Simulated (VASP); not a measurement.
# NbSi2 (P6_222) in VASP: relaxation of cell and atoms with LDA

Aim: the relaxation of cell and atoms of NbSi2 with LDA.

Program: VASP 6.6.1. These are calculated values, not measurements. Logs are shortened: lines on timing, memory, paths and dates and some standing lists are left out, and cuts for length are marked.

### Step 1. The cell of the first run

Symmetry: P6_222, No. 180, hexagonal system. The conventional cell has a = 4.812 Å, b = 4.812 Å, c = 6.615 Å, α = 90.00°, β = 90.00°, γ = 120.00°. Nb (site symmetry 222) has 10 Si at 2.62 to 2.84 Å and 4 Nb at 3.26 Å within 3.5 Å. Si (site symmetry 2) has 9 Si at 2.57 to 3.34 Å and 5 Nb at 2.62 to 2.84 Å within 3.4 Å.

### Step 2. Relaxation of cell and atoms, LDA

The input, INCAR:

```
SYSTEM = NbSi2
PREC = Accurate
ENCUT = 600
EDIFF = 1E-7
ISMEAR = 0
SIGMA = 0.1
LREAL = .False.
LASPH = .True.
NELM = 60
ALGO = Normal
ISIF = 3
LWAVE = .False.
LCHARG = .False.
GGA = CA
IBRION = 2
NSW = 70
EDIFFG = -0.005
```

The input, KPOINTS:

```
regular mesh
0
Gamma
  9 9 6
  0 0 0
```

The input, POSCAR:

```
NbSi2
1.0
    4.8123187358      0.0000000000      0.0000000000
   -2.4061593679      4.1675902763      0.0000000000
    0.0000000000      0.0000000000      6.6149590918
Nb Si
3 6
Direct
    0.5000000000      0.0000000000      0.5000000000
    0.5000000000      0.5000000000      0.8333333333
    0.0000000000      0.5000000000      0.1666666667
    0.1591986673      0.3183973345      0.5000000000
    0.8408013327      0.1591986673      0.8333333333
    0.6816026655      0.8408013327      0.1666666667
    0.8408013327      0.6816026655      0.5000000000
    0.1591986673      0.8408013327      0.8333333333
    0.3183973345      0.1591986673      0.1666666667
```

Potentials or basis: VASP PAW LDA potentials, release 64 (Nb_sv, Si).

The run is started by

```bash
cat potpaw_LDA.64/Nb_sv/POTCAR potpaw_LDA.64/Si/POTCAR > POTCAR
mpirun -np 1 vasp_std > vasp.out
```

OUTCAR:

```text
SYSTEM = NbSi2
   PREC = Accurate
   ENCUT = 600
   EDIFF = 1E-7
   ISMEAR = 0
   LREAL = .False.
   LASPH = .True.
   NELM = 60
   ISIF = 3
   GGA = CA
   IBRION = 2
   NSW = 70
   EDIFFG = -0.005

 ion  position               nearest neighbor table
   1  0.500  0.000  0.500-   5 2.62   8 2.62   6 2.62   9 2.62   4 2.75   7 2.75   4 2.75   7 2.75
                             4 2.84   7 2.84
   2  0.500  0.500  0.833-   4 2.62   7 2.62   6 2.62   9 2.62   5 2.75   8 2.75   8 2.75   5 2.75
                             8 2.84   5 2.84
   3  0.000  0.500  0.167-   4 2.62   7 2.62   5 2.62   8 2.62   6 2.75   9 2.75   9 2.75   6 2.75
                             6 2.84   9 2.84
   4  0.159  0.318  0.500-   9 2.57   5 2.57   2 2.62   3 2.62   7 2.65   1 2.75   1 2.75   1 2.84
                             7 2.84   7 2.84
   5  0.841  0.159  0.833-   4 2.57   6 2.57   1 2.62   3 2.62   8 2.65   2 2.75   2 2.75   2 2.84
                             8 2.84   8 2.84
   6  0.682  0.841  0.167-   7 2.57   5 2.57   1 2.62   2 2.62   9 2.65   3 2.75   3 2.75   3 2.84
                             9 2.84   9 2.84
   7  0.841  0.682  0.500-   6 2.57   8 2.57   2 2.62   3 2.62   4 2.65   1 2.75   1 2.75   1 2.84
                             4 2.84   4 2.84
   8  0.159  0.841  0.833-   7 2.57   9 2.57   1 2.62   3 2.62   5 2.65   2 2.75   2 2.75   2 2.84
                             5 2.84   5 2.84
   9  0.318  0.159  0.167-   4 2.57   8 2.57   1 2.62   2 2.62   6 2.65   3 2.75   3 2.75   3 2.84
                             6 2.84   6 2.84

  LATTYP: Found a hexagonal cell.
 ALAT       =     4.8123187358
 C/A-ratio  =     1.3745887284

  Lattice vectors:

 A1 = (   4.8123187358,   0.0000000000,   0.0000000000)
 A2 = (  -2.4061593679,   4.1675902763,   0.0000000000)
 A3 = (   0.0000000000,   0.0000000000,   6.6149590918)

Analysis of symmetry for initial positions (statically):
=====================================================================
 Subroutine PRICEL returns:
 Original cell was already a primitive cell.

 Routine SETGRP: Setting up the symmetry group for a
 hexagonal supercell.

 Subroutine GETGRP returns: Found 12 space group operations
 (whereof  4 operations were pure point group operations)
 out of a pool of 24 trial point group operations.

The static configuration has the point symmetry D_2 .
 The point group associated with its full space group is D_6 .

Analysis of symmetry for dynamics (positions and initial velocities):
=====================================================================
 Subroutine PRICEL returns:
 Original cell was already a primitive cell.

 Routine SETGRP: Setting up the symmetry group for a
 hexagonal supercell.

 Subroutine GETGRP returns: Found 12 space group operations
 (whereof  4 operations were pure point group operations)
 out of a pool of 24 trial point group operations.

The dynamic configuration has the point symmetry D_2 .
 The point group associated with its full space group is D_6 .

 Subroutine INISYM returns: Found 12 space group operations
 (whereof  4 operations are pure point group operations),
 and found     1 'primitive' translations

----------------------------------------------------------------------------------------

                                     Primitive cell

  volume of cell :     132.6681

  direct lattice vectors                    reciprocal lattice vectors
     4.812318736  0.000000000  0.000000000     0.207800035  0.119973406  0.000000000
    -2.406159368  4.167590276  0.000000000     0.000000000  0.239946812  0.000000000
     0.000000000  0.000000000  6.614959092     0.000000000  0.000000000  0.151172515

  length of vectors
     4.812318736  4.812318736  6.614959092     0.239946812  0.239946812  0.151172515

  position of ions in fractional coordinates (direct lattice)
     0.500000000  0.000000000  0.500000000
     0.500000000  0.500000000  0.833333333
     1.000000000  0.500000000  0.166666667
     0.159198667  0.318397334  0.500000000
     0.840801333  0.159198667  0.833333333
     0.681602666  0.840801333  0.166666667
     0.840801333  0.681602666  0.500000000
     0.159198667  0.840801333  0.833333333
     0.318397334  0.159198667  0.166666667

  ion indices of the primitive-cell ions
   primitive index   ion index
                 1           1
[... 23 lines left out ...]

  Length of vectors
     0.026660757  0.026660757  0.025195419

  Shift w.r.t. Gamma in fractional coordinates (k-lattice)
     0.000000000  0.000000000  0.000000000

 Subroutine IBZKPT returns following result:
 ===========================================

 Found     48 irreducible k-points:

 Following reciprocal coordinates:
            Coordinates               Weight
  0.000000  0.000000  0.000000      1.000000
  0.111111  0.000000  0.000000      6.000000
  0.222222  0.000000  0.000000      6.000000
  0.333333  0.000000  0.000000      6.000000
  0.444444  0.000000  0.000000      6.000000
  0.111111  0.111111  0.000000      6.000000
[... 16 lines left out ...]
  0.333333  0.222222  0.166667     24.000000
  0.333333  0.333333  0.166667      4.000000
 [... further k-points ...]
   k-points           NKPTS =     48   k-points in BZ     NKDIM =     48   number of bands    NBANDS=     37
   number of dos      NEDOS =    301   number of ions     NIONS =      9
   total plane-waves  NPLWV =  86400
   dimension x,y,z NGX =    40 NGY =   40 NGZ =   54
   dimension x,y,z NGXF=    80 NGYF=   80 NGZF=  108
   ions per type =               3   6
   NGX,Y,Z   is equivalent  to a cutoff of  13.82, 13.82, 13.57 a.u.
   NGXF,Y,Z  is equivalent  to a cutoff of  27.64, 27.64, 27.14 a.u.
 SYSTEM =  NbSi2
   PREC   = accura    normal or accurate (medium, high low for compatibility)
   ISTART =      0    job   : 0-new  1-cont  2-samecut
   ICHARG =      2    charge: 1-file 2-atom 10-const
   ISPIN  =      1    spin polarized calculation?
   LNONCOLLINEAR =      F non collinear calculations
   LSORBIT =      F    spin-orbit coupling
   LASPH  =      T    aspherical Exc in radial PAW
   ENCUT  =  600.0 eV  44.10 Ry    6.64 a.u.   9.61  9.61 13.21*2*pi/ulx,y,z
   NELM   =     60;   NELMIN=  2; NELMDL= -5     # of ELM steps
   EDIFF  = 0.1E-06   stopping-criterion for ELM
   LREAL  =      F    real-space projection
   EDIFFG = -.5E-02   stopping-criterion for IOM
   NSW    =     70    number of steps for IOM
   IBRION =      2    ionic relax: 0-MD 1-quasi-New 2-CG
   NFREE  =      1    steps in history (QN), initial steepest desc. (CG)
   ISIF   =      3    stress and relaxation
   ISYM   =      2    0-nonsym 1-usesym 2-fastsym
   POTIM  = 0.5000    time-step for ionic-motion
   TEBEG  =    0.0;   TEEND  =   0.0 temperature during run
   PSTRESS=    0.0 pullay stress
   NELECT =      63.0000    total number of electrons
   NUPDOWN=      -1.0000    fix difference up-down
   EMIN   =  10.00;   EMAX   =-10.00  energy-range for DOS
   EFERMI =   0.00;   METHOD = LEGACY
   ISMEAR =     0;   SIGMA  =   0.10  broadening in eV -4-tet -1-fermi 0-gaus
   EFERMI_NEDOS =   21; number of points for ismear=-14 and -15
   IALGO  =     38    algorithm
   IMIX   =      4    mixing-type and parameters
     AMIX     =   0.40;   BMIX     =  1.00
     AMIX_MAG =   1.60;   BMIX_MAG =  1.00
  volume/ion in A,a.u.               =      14.74        99.48
  Fermi-wavevector in a.u.,A,eV,Ry     =   1.277221  2.413598 22.195106  1.631294
  Thomas-Fermi vector in A             =   2.409833
   LORBIT       =      0    0 simple, 1 ext, 2 COOP (PROOUT), +10 PAW based schemes
   GGA     = CA    functional components
   LHFCALC =     F    Hartree Fock is set to
   AEXX    =    0.0000 exact exchange contribution
   IVDW    =     0    specifies the selected vdW correction
   LEPSILON=     F    determine dielectric tensor
   LRPA    =     F    only Hartree local field effects (RPA)
 conjugate gradient relaxation of ions
 non-spin polarized calculation
 Gauss-broadening in eV      SIGMA  =   0.10
  energy-cutoff  :      600.00
  volume of cell :      132.67
 maximum number of plane-waves:      4479
 NGX is ok and might be reduce to    40
   NGX = 19   NGY = 19   NGZ = 27

--------------------------------------- Ionic step        1  -------------------------------------------

 number of electron      62.9999998 magnetization

 Free energy of the ion-electron system (eV)
  ---------------------------------------------------
  ext. energy  EPLUGINS =         0.00000000
  ---------------------------------------------------
  free energy    TOTEN  =       -75.20847285 eV

  energy without entropy =      -75.18508346  energy(sigma->0) =      -75.19677816

------------------------ aborting loop because EDIFF is reached ----------------------------------------

  FORCE on cell =-STRESS in cart. coord.  units (eV):
  Direction    XX          YY          ZZ          XY          YZ          ZX
  --------------------------------------------------------------------------------------
  -------------------------------------------------------------------------------------
  Total       -5.7036204     -5.7036204     -6.2051237     -0.0000000      0.0000000      0.0000000
  in kB      -68.8802372    -68.8802372    -74.9366822     -0.0000000      0.0000000      0.0000000
  external PRESSURE =     -70.8990522 kB  Pullay stress =       0.0000000 kB
[... 110 lines left out ...]
  FREE ENERGIE OF THE ION-ELECTRON SYSTEM (eV)
  ---------------------------------------------------
  free  energy   TOTEN  =       -75.3267560367 eV

  energy  without entropy=      -75.3045356882  energy(sigma->0) =      -75.31564586

[... ionic steps 4 to 8 ...]

--------------------------------------- Ionic step        9  -------------------------------------------

 number of electron      62.9999998 magnetization

------------------------ aborting loop because EDIFF is reached ----------------------------------------
[... 81 lines left out ...]
--------------------------------------- Ionic step       11  -------------------------------------------

 number of electron      62.9999998 magnetization

 Free energy of the ion-electron system (eV)
  ---------------------------------------------------
  ext. energy  EPLUGINS =         0.00000000
  ---------------------------------------------------
  free energy    TOTEN  =       -75.32810176 eV

  energy without entropy =      -75.30539681  energy(sigma->0) =      -75.31674928

 E-fermi :  11.7410     XC(G=0): -12.2634

 val. band max:       11.7370848724   @ k =   0.3333   0.1111   0.3333
 cond. band min:      11.7489489881   @ k =   0.3333   0.1111   0.5000
 fundamental gap:      0.0118641158
 Fermi energy:        11.7409766100

 k-point     1 :       0.0000    0.0000    0.0000
  band No.  band energies     occupation
      1     -42.4804      2.00000
      2     -42.4368      2.00000
      3     -42.4368      2.00000
      4     -18.9284      2.00000
      5     -18.9284      2.00000
      6     -18.9154      2.00000
[... 949 lines left out ...]
     36      14.1332      0.00000
     37      14.2381      0.00000

 [... further k-points ...]
[... 5 lines left out ...]
  --------------------------------------------------------------------------------------
  -------------------------------------------------------------------------------------
  Total       -0.0053411     -0.0053411      0.0114687     -0.0000000      0.0000000      0.0000000
  in kB       -0.0671463     -0.0671463      0.1441796     -0.0000000      0.0000000      0.0000000
  external PRESSURE =       0.0032957 kB  Pullay stress =       0.0000000 kB
[... 24 lines left out ...]
  FREE ENERGIE OF THE ION-ELECTRON SYSTEM (eV)
  ---------------------------------------------------
  free  energy   TOTEN  =       -75.3281017579 eV

  energy  without entropy=      -75.3053968066  energy(sigma->0) =      -75.31674928

 reached required accuracy - stopping structural energy minimisation
```

Run time: 35 min. Hardware: 1 thread of Intel Xeon Platinum 8488C (Sapphire Rapids), shared host; peak memory 0.4 GiB.

Results:

| Property | Result |
| --- | --- |
| Free energy | -75.3281 eV |
| Relaxed volume | 14.16 Å³/atom |
| Relaxed cell | a = 4.744 Å, b = 4.744 Å, c = 6.538 Å, α = 90.00°, β = 90.00°, γ = 120.00° |
| Space group after relaxing (to 0.05 Å) | P6_222 (No. 180) |
| Energy gained by relaxing | 13.3 meV/atom |
| Ionic steps | 11 |
| Pressure after relaxing | 0.0 GPa |

The path:
| step | energy change (eV) | largest force (eV/Å) | pressure (GPa) | volume (Å³) |
| --- | --- | --- | --- | --- |
| 1 | 0.0000 | 0.0307 | -7.09 | 132.67 |
| 2 | 0.1389 | 0.0201 | 12.32 | 120.53 |
| 3 | -0.1183 | 0.0255 | -0.13 | 127.59 |
| 4 | -0.1183 | 0.0254 | 0.02 | 127.49 |
| 5 | -0.1197 | 0.0248 | 0.05 | 127.40 |
| 6 | -0.1197 | 0.0249 | 0.05 | 127.41 |
| 7 | -0.1195 | 0.0249 | 0.05 | 127.42 |
| 8 | -0.1196 | 0.0108 | -0.05 | 127.48 |
| 9 | -0.1196 | 0.0056 | -0.08 | 127.50 |
| 10 | -0.1196 | 0.0029 | 0.06 | 127.40 |
| 11 | -0.1196 | 0.0006 | 0.00 | 127.44 |

Final structure:
```xyz
9
Lattice="4.7444 0.0000 0.0000 -2.3722 4.1088 0.0000 0.0000 0.0000 6.5376" Properties=species:S:1:pos:R:3 pbc="T T T"
Nb    2.3722    0.0000    3.2688
Nb    1.1861    2.0544    5.4480
Nb   -1.1861    2.0544    1.0896
Si    0.0000    1.3116    3.2688
Si    3.6086    0.6558    5.4480
Si    1.2363    3.4530    1.0896
Si    2.3722    2.7972    3.2688
Si   -1.2363    3.4530    5.4480
Si    1.1359    0.6558    1.0896
```

LDA usually gives volumes a few per cent too small. Zero-point motion and thermal expansion aren't in these numbers.
